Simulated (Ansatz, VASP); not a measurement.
One calculation of Co, two programs

```
Co
1.0
     2.43169    0.00000    0.00000
    -1.21584    2.10590    0.00000
     0.00000    0.00000    2.31340
Co
1
Direct
  0.00000 0.00000 0.00000
```

Alike in both runs: functional r2SCAN; k mesh 9 × 9 × 8; occupations gaussian, width 0.1 eV; collinear spin.

Ansatz relaxed the structure, and its values are those at the end. VASP's run is a single point on that final structure, the one shown.

|  | VASP | Ansatz |
| --- | --- | --- |
| version | VASP 6.6.1 | Ansatz 0.2.0 |
| potentials or method | VASP PAW PBE potentials, release 64 (Co), cutoff 520 eV | scalar-relativistic, plane waves, PAW |
| valence electrons in the cell | 9 | 17 |

```tsv
	VASP	Ansatz	Ansatz less VASP
gap on the k mesh at the Fermi level (eV)	none	none	-
pressure (GPa)	-0.2	0.1	+0.30
net moment per atom (μB)	1.94	1.95	+0.016
size of the moment on the site where the two differ most (μB)	1.98	2.02	+0.042
```

VASP's potentials were made for PBE, not for r2SCAN. Site moments also hang on the region over which each program counts them. A gap of «none» marks a metal or a gap that the smearing closes. VASP's potentials hold 9 valence electrons a cell and Ansatz's 17, so a difference there can come from the potentials and not from the codes.
